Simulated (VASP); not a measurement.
# Y: relaxation of shape and atoms at fixed volume with LDA+U

Crystal: Y.

```
Y
1.0
     5.24302    0.00000    0.00000
    -2.62151    4.54059    0.00000
     0.00000    0.00000    3.27557
Y
3
Direct
  0.00000 0.00000 0.00000
  0.33333 0.66667 0.50000
  0.66667 0.33333 0.50000
```

This isn't the form of Y at room conditions, which is hcp.

```yaml
Program: VASP 6.6.1
Task: relaxation of shape and atoms at fixed volume
Functional: LDA
Potentials_or_basis: VASP PAW LDA potentials, release 64 (Y_sv)
Cutoff: 600 eV
k_mesh: 6 × 6 × 9
Occupations: fermi-dirac, width 0.08 eV
Spin: no spin polarisation
Hubbard_terms: Y d U = 5.0 eV
Dipole_correction: no
Further_INCAR_settings: ALGO = Normal; EDIFF = 1e-06; IBRION = 2; EDIFFG = -0.005; NSW = 50; ISIF = 4
```

| Quantity | Value |
| --- | --- |
| Energy gained by relaxing | 5.0 meV/atom |
| Ionic steps | 3 |
| Pressure after relaxing | 23.1 GPa |
| Band gap on the k mesh | zero (an odd number of electrons rules out a gap without spin polarisation) |

The path:
| step | energy change (eV) | largest force (eV/Å) | pressure (GPa) | volume (Å³) |
| --- | --- | --- | --- | --- |
| 1 | 0.0000 | 0.0000 | 23.42 | 77.98 |
| 2 | -0.0128 | 0.0000 | 23.21 | 77.98 |
| 3 | -0.0149 | 0.0000 | 23.08 | 77.98 |

Final structure:
```cif
data_structure
_symmetry_space_group_name_H-M 'P 1'
_symmetry_Int_Tables_number 1
_cell_length_a 5.3035
_cell_length_b 5.3035
_cell_length_c 3.2012
_cell_angle_alpha 90.000
_cell_angle_beta 90.000
_cell_angle_gamma 120.000
_cell_volume 77.98
loop_
_atom_site_label
_atom_site_type_symbol
_atom_site_fract_x
_atom_site_fract_y
_atom_site_fract_z
_atom_site_occupancy
Y1 Y 0.00000 0.00000 0.00000 1
Y2 Y 0.33333 0.66667 0.50000 1
Y3 Y 0.66667 0.33333 0.50000 1
```

Levels at points of the mesh, in eV from the Fermi level:
```
           k point  band 14  band 15  band 16  band 17  band 18  band 19  band 20
(0.00, 0.00, 0.00)    -1.15    -0.04    -0.04     0.07     0.07     0.45     2.36
(0.50, 0.00, 0.00)    -3.46    -2.34     0.43     0.84     0.87     0.96     1.10
```

Eigenvalues of the final occupation matrices:
```tsv
site	spin	trace	eigenvalues
site 1 d	1	0.47	0.06 0.07 0.07 0.13 0.13
site 1 d	2	0.47	0.06 0.07 0.07 0.13 0.13
site 2 d	1	0.51	0.06 0.11 0.11 0.12 0.12
site 2 d	2	0.51	0.06 0.11 0.11 0.12 0.12
site 3 d	1	0.51	0.06 0.11 0.11 0.12 0.12
site 3 d	2	0.51	0.06 0.11 0.11 0.12 0.12
```

Wall time 4.2 min on 1 thread of Intel Xeon 8259CL, with other jobs on the host, peak memory 0.22 GiB.

Caveat: U without spin polarisation on a metal has little footing; the U is typed as a test and isn't derived for this compound.
